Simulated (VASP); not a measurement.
Runs of VASP 6.6.1 on LiCl. The structure is that of space group Fm-3m (No. 225), or close to it. The cells are those of the table. 

```tsv
cell	gap on the mesh (eV)
a = 3.582, b = 3.582, c = 3.536 Å, angles 60.4, 60.4, 59.2°, 2 atoms	6.39
a = 3.628, b = 3.628, c = 3.536 Å, angles 60.8, 60.8, 58.3°, 2 atoms	6.21
a = 3.808 Å, angles 60.0°, 2 atoms	(b)
a = 3.491, b = 3.491, c = 3.446 Å, angles 60.4, 60.4, 59.1°, 2 atoms	(a)
a = 3.582, b = 3.582, c = 3.627 Å, angles 59.6, 59.6, 60.8°, 2 atoms	6.26
a = 3.446 Å, angles 60.0°, 2 atoms	6.70
a = 3.538, b = 3.538, c = 3.446 Å, angles 60.9, 60.9, 58.3°, 2 atoms	6.56
a = 3.536 Å, angles 60.0°, 2 atoms	6.59
```

Alike in all rows: task single point; level PBEsol; potentials or basis VASP PAW PBE potentials, release 64 (Li_sv, Cl); no spin polarisation; k mesh 8 × 8 × 8; cutoff (eV) 520; smearing gaussian 0.05 eV.

Problem. Estimate the missing entries.

Solution. (a) 6.62; (b) 5.40.

A k mesh can miss the band edges.
